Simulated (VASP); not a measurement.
# SiO2: single point with PBE

Crystal: SiO2.

```
Si O
1.0
     0.00000    5.08139    7.09441
     5.08139    0.00000    7.09441
     5.08139    5.08139    0.00000
Si O
8 16
Direct
  0.25000 0.25000 0.45577
  0.75000 0.75000 0.95577
  0.08077 0.66923 0.12500
  0.58077 0.16923 0.62500
  0.41923 0.83077 0.37500
  0.91923 0.33077 0.87500
  0.00000 0.00000 0.29423
  0.50000 0.50000 0.79423
  0.08929 0.23608 0.66968
  0.58929 0.73608 0.16968
  0.48608 0.33929 0.75495
  0.98608 0.83929 0.25495
  0.41071 0.26392 0.49505
  0.91071 0.76392 0.99505
  0.20532 0.87005 0.38892
  0.70532 0.37005 0.88892
  0.01392 0.16071 0.08032
  0.51392 0.66071 0.58032
  0.37995 0.04468 0.36108
  0.87995 0.54468 0.86108
  0.29468 0.62995 0.96429
  0.79468 0.12995 0.46429
  0.12005 0.45532 0.28571
  0.62005 0.95532 0.78571
```

| Item | Value |
| --- | --- |
| Program | VASP 6.6.1 |
| Task | single point |
| Functional | PBE |
| Potentials or basis | VASP PAW PBE potentials, release 64 (Si, O) |
| Cutoff | 600 eV |
| k mesh | 1 × 1 × 1 |
| Occupations | gaussian, width 0.01 eV |
| Spin | no spin polarisation |

```
Pressure      : -0.1 GPa
Largest force : 0.032 eV/Å
```

Forces on the atoms (eV/Å):
```
Si  -0.021 -0.021  0.000
Si  -0.021 -0.021  0.000
Si   0.021 -0.021  0.000
Si   0.021 -0.021  0.000
Si  -0.021  0.021  0.000
Si  -0.021  0.021  0.000
Si   0.021  0.021  0.000
Si   0.021  0.021  0.000
O    0.029  0.010  0.008
O    0.029  0.010  0.008
O   -0.029 -0.010  0.008
O   -0.029 -0.010  0.008
O    0.010  0.029 -0.008
O    0.010  0.029 -0.008
O    0.010 -0.029  0.008
O    0.010 -0.029  0.008
O   -0.010 -0.029 -0.008
O   -0.010 -0.029 -0.008
O    0.029 -0.010 -0.008
O    0.029 -0.010 -0.008
O   -0.029  0.010 -0.008
O   -0.029  0.010 -0.008
O   -0.010  0.029  0.008
O   -0.010  0.029  0.008
```

Stress tensor (GPa, compression positive):
```
-0.18  0.00  0.00
 0.00 -0.18  0.00
 0.00  0.00 -0.03
```

Levels at points of the mesh, in eV from the Fermi level:
| k point | band 62 | band 63 | band 64 | band 65 | band 66 | band 67 |
| --- | --- | --- | --- | --- | --- | --- |
| (0.00, 0.00, 0.00) | -0.36 | -0.36 | -0.11 | 5.39 | 8.55 | 8.55 |

Wall time 66 s on 1 thread of AMD EPYC 7R13 Processor (Zen 3), on a shared host, peak memory 0.53 GiB.

Caveat: the k points lie up to 0.98 Å⁻¹ apart.
